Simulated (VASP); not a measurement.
# KI (Cmcm) in VASP: dielectric tensor with PBEsol

Aim: the dielectric tensor of KI with PBEsol.

All numbers are computed with VASP 6.6.1; they aren't measurements. Logs are shortened: lines on timing, memory, paths and dates and some standing lists are left out, and cuts for length are marked.

**1. The cell of the first run**

The structure is orthorhombic, space group Cmcm (No. 63). The conventional cell has a = 5.025 Å, b = 8.510 Å, c = 8.677 Å, α = 90.00°, β = 90.00°, γ = 90.00°. K (site symmetry 2/m) has 6 I at 3.59 to 3.62 Å and 2 K at 4.34 Å within 4.7 Å. Within 4.7 Å of I (site symmetry m2m) lie 6 K at 3.59 to 3.62 Å.

**2. Dielectric tensor, PBEsol**

Contents of INCAR:

```
PREC = Accurate
ENCUT = 520
EDIFF = 1E-8
ISMEAR = 0
SIGMA = 0.01
LREAL = False
LASPH = True
NELM = 80
ALGO = Normal
ISIF = 2
LWAVE = False
LCHARG = False
GGA = PS
LEPSILON = True
```

Contents of KPOINTS:

```
Automatic mesh
0
Gamma
  4 4 2
```

Contents of POSCAR:

```
KI
1.0
    2.5126600000     -4.2552270000      0.0000000000
    2.5126600000      4.2552270000      0.0000000000
    0.0000000000      0.0000000000      8.6765890000
K I
2 2
Direct
    0.5000000000      0.5000000000      0.5000000000
    0.5000000000      0.5000000000      0.0000000000
    0.8402299995      0.1597700005      0.2500000000
    0.1597700005      0.8402299995      0.7500000000
```

Potentials or basis: VASP PAW PBE potentials, release 64 (K_sv, I).

Run with:

```
cat potpaw_PBE.64/K_sv/POTCAR potpaw_PBE.64/I/POTCAR > POTCAR
mpirun -np 1 vasp_std > vasp.out
```

OUTCAR:

```text
PREC = Accurate
   ENCUT = 520
   EDIFF = 1E-8
   ISMEAR = 0
   LREAL = False
   LASPH = True
   NELM = 80
   ISIF = 2
   GGA = PS
   LEPSILON = True

 ion  position               nearest neighbor table
   1  0.500  0.500  0.500-   4 3.59   3 3.59   4 3.59   3 3.59   3 3.62   4 3.62
   2  0.500  0.500  0.000-   4 3.59   3 3.59   4 3.59   3 3.59   3 3.62   4 3.62
   3  0.840  0.160  0.250-   1 3.59   2 3.59   1 3.59   2 3.59   1 3.62   2 3.62
   4  0.160  0.840  0.750-   1 3.59   2 3.59   1 3.59   2 3.59   1 3.62   2 3.62

  LATTYP: Found a base centered orthorhombic cell.
 ALAT       =     5.0253200000
 B/A-ratio  =     1.6935148408
 C/A-ratio  =     1.7265744271

  Lattice vectors:

 A1 = (   2.5126600000,  -4.2552270000,   0.0000000000)
 A2 = (   2.5126600000,   4.2552270000,   0.0000000000)
 A3 = (   0.0000000000,   0.0000000000,   8.6765890000)

Analysis of symmetry for initial positions (statically):
=====================================================================
 Subroutine PRICEL returns:
 Original cell was already a primitive cell.

 Routine SETGRP: Setting up the symmetry group for a
 base centered orthorhombic supercell.

 Subroutine GETGRP returns: Found  8 space group operations
 (whereof  4 operations were pure point group operations)
 out of a pool of  8 trial point group operations.

The static configuration has the point symmetry C_2h.
 The point group associated with its full space group is D_2h.

Analysis of symmetry for dynamics (positions and initial velocities):
=====================================================================
 Subroutine PRICEL returns:
 Original cell was already a primitive cell.

 Routine SETGRP: Setting up the symmetry group for a
 base centered orthorhombic supercell.

 Subroutine GETGRP returns: Found  8 space group operations
 (whereof  4 operations were pure point group operations)
 out of a pool of  8 trial point group operations.

The dynamic configuration has the point symmetry C_2h.
 The point group associated with its full space group is D_2h.

[... 482 lines left out ...]
      2.51266      0.00000      4.33829         0.000000      0.000000      0.000000
      2.51266      0.00000      0.00000         0.000000      0.000000      0.000000
      2.51266     -2.89551      2.16915         0.000000      0.029804      0.000000
      2.51266      2.89551      6.50744         0.000000     -0.029804      0.000000
 -----------------------------------------------------------------------------------
    total drift:                               -0.000000      0.000000     -0.000000

  FREE ENERGIE OF THE ION-ELECTRON SYSTEM (eV)
  ---------------------------------------------------
  free  energy   TOTEN  =       -11.5241939020 eV

  energy  without entropy=      -11.5241939020  energy(sigma->0) =      -11.52419390

 HEAD OF MICROSCOPIC STATIC DIELECTRIC TENSOR (INDEPENDENT PARTICLE, excluding Hartree and local field effects)
 ------------------------------------------------------
           3.205552     0.000000     0.000000
           0.000000     3.195433     0.000000
           0.000000     0.000000     3.216051
 ------------------------------------------------------

 Free energy of the ion-electron system (eV)
  ---------------------------------------------------
  ---------------------------------------------------
  free energy    TOTEN  =        -1.10477187 eV

  energy without entropy =       -1.10477187

------------------------ aborting loop because EDIFF is reached ----------------------------------------

--------------------------------------- Ionic step        2  -------------------------------------------

------------------------ aborting loop because EDIFF is reached ----------------------------------------

--------------------------------------- Ionic step        3  -------------------------------------------

 Free energy of the ion-electron system (eV)
  ---------------------------------------------------
  ---------------------------------------------------
  free energy    TOTEN  =        -1.10293119 eV

  energy without entropy =       -1.10293119

------------------------ aborting loop because EDIFF is reached ----------------------------------------

 PIEZOELECTRIC TENSOR FIELD DIRECTION 3  (e Angst)
 -----------------------------------------------------------------------------
     0.00000  0.00000  0.00000           ( -0.00000  0.00000  0.00000)
     0.00000  0.00000  0.00000           (  0.00000 -0.00000  0.00000)
     0.00000  0.00000  0.00000           (  0.00000  0.00000 -0.00000)

 PIEZOELECTRIC TENSOR FIELD DIRECTION 3  (C/m^2)
 -----------------------------------------------------------------------------
     0.00000  0.00000  0.00000
     0.00000  0.00000  0.00000
     0.00000  0.00000  0.00000

 MACROSCOPIC STATIC DIELECTRIC TENSOR (including local field effects in DFT)
 ------------------------------------------------------
           2.865332     0.000000     0.000000
           0.000000     2.862658     0.000000
           0.000000     0.000000     2.852611
 ------------------------------------------------------

 PIEZOELECTRIC TENSOR (including local field effects)  for field in x, y, z        (e  Angst)
          XX          YY          ZZ          XY          YZ          ZX
  --------------------------------------------------------------------------------
  x     0.00000     0.00000     0.00000     0.00000     0.00000     0.00000
  y     0.00000     0.00000     0.00000     0.00000     0.00000     0.00000
  z     0.00000     0.00000     0.00000     0.00000     0.00000     0.00000

 PIEZOELECTRIC TENSOR (including local field effects)  for field in x, y, z        (C/m^2)
          XX          YY          ZZ          XY          YZ          ZX
  --------------------------------------------------------------------------------
  x     0.00000     0.00000     0.00000     0.00000     0.00000     0.00000
  y     0.00000     0.00000     0.00000     0.00000     0.00000     0.00000
  z     0.00000     0.00000     0.00000     0.00000     0.00000     0.00000

 BORN EFFECTIVE CHARGES (including local field effects) (in |e|, cummulative output)
 ---------------------------------------------------------------------------------
 ion    1
    1     1.15973     0.00000     0.00000
    2     0.00000     1.13416     0.00544
    3     0.00000     0.00685     1.20192
 ion    2
    1     1.15973     0.00000     0.00000
    2     0.00000     1.13416    -0.00544
    3     0.00000    -0.00685     1.20192
 ion    3
    1    -1.15973     0.00000     0.00000
    2     0.00000    -1.13416     0.00000
    3     0.00000     0.00000    -1.20192
 ion    4
    1    -1.15973     0.00000     0.00000
    2     0.00000    -1.13416     0.00000
    3     0.00000     0.00000    -1.20192
```

OSZICAR:

```text
N       E                     dE             d eps       ncg     rms          rms(c)
DAV:   1     0.220007004584E+03    0.22001E+03   -0.13275E+04   560   0.131E+03
DAV:   2     0.662157951777E+01   -0.21339E+03   -0.20627E+03   728   0.313E+02
[... 11 lines left out ...]
RMM:  12    -0.110293842127E+01    0.12241E-04   -0.50863E-06  1327   0.369E-03    0.980E-04
RMM:  13    -0.110293311277E+01    0.53085E-05    0.20480E-06  1402   0.185E-03    0.510E-04
RMM:  14    -0.110293489466E+01   -0.17819E-05   -0.48825E-06  1320   0.851E-04    0.327E-04
RMM:  15    -0.110293168905E+01    0.32056E-05    0.10574E-06  1235   0.467E-04    0.626E-05
RMM:  16    -0.110293098140E+01    0.70765E-06   -0.13013E-06   957   0.223E-04    0.196E-05
RMM:  17    -0.110293146599E+01   -0.48460E-06    0.43569E-07   801   0.136E-04    0.262E-05
RMM:  18    -0.110293138396E+01    0.82032E-07   -0.26071E-07   743   0.937E-05    0.131E-05
RMM:  19    -0.110293119172E+01    0.19224E-06    0.87816E-08   658   0.725E-05    0.704E-06
```

It took 66 min on 1 thread of AMD EPYC, shared host; peak memory 0.42 GiB.

Results:

- Band gap on the k mesh: 3.61 eV
- Electronic dielectric tensor (diagonal): 2.87, 2.86, 2.85
- Born charges (mean of the diagonal): K +1.17; I -1.17 e

Levels at points of the mesh, in eV from the valence-band top:
| k point | band 12 | band 13 | band 14 | band 15 | band 16 | band 17 | band 18 | band 19 | band 20 |
| --- | --- | --- | --- | --- | --- | --- | --- | --- | --- |
| (0.00, 0.00, 0.00) | -0.31 | -0.25 | -0.21 | -0.06 | 0.00 | 3.61 | 5.32 | 5.60 | 6.54 |
| (0.50, 0.00, 0.00) | -0.91 | -0.69 | -0.56 | -0.34 | -0.34 | 5.01 | 5.58 | 5.58 | 6.72 |
| (0.50, 0.50, 0.00) | -0.91 | -0.63 | -0.62 | -0.42 | -0.40 | 4.94 | 5.61 | 5.75 | 6.71 |
| (0.00, 0.00, 0.50) | -0.86 | -0.19 | -0.19 | -0.13 | -0.13 | 4.68 | 4.68 | 6.20 | 6.20 |
| (0.50, 0.00, 0.50) | -1.18 | -0.52 | -0.52 | -0.34 | -0.34 | 5.43 | 5.43 | 5.57 | 5.57 |
| (0.50, 0.50, 0.50) | -1.18 | -0.50 | -0.50 | -0.41 | -0.41 | 5.38 | 5.38 | 5.58 | 5.58 |

Electronic dielectric tensor:
```
2.87 0.00 0.00
0.00 2.86 0.00
0.00 0.00 2.85
```

Born effective charge tensors (e):
atom 1, K
```
1.16 0.00 0.00
0.00 1.13 0.01
0.00 0.01 1.20
```
atom 2, K
```
 1.16  0.00  0.00
 0.00  1.13 -0.01
 0.00 -0.01  1.20
```
atom 3, I
```
-1.16  0.00  0.00
 0.00 -1.13  0.00
 0.00  0.00 -1.20
```
atom 4, I
```
-1.16  0.00  0.00
 0.00 -1.13  0.00
 0.00  0.00 -1.20
```

Caveat: spin-orbit coupling is left out, which moves the levels of the heavy elements.
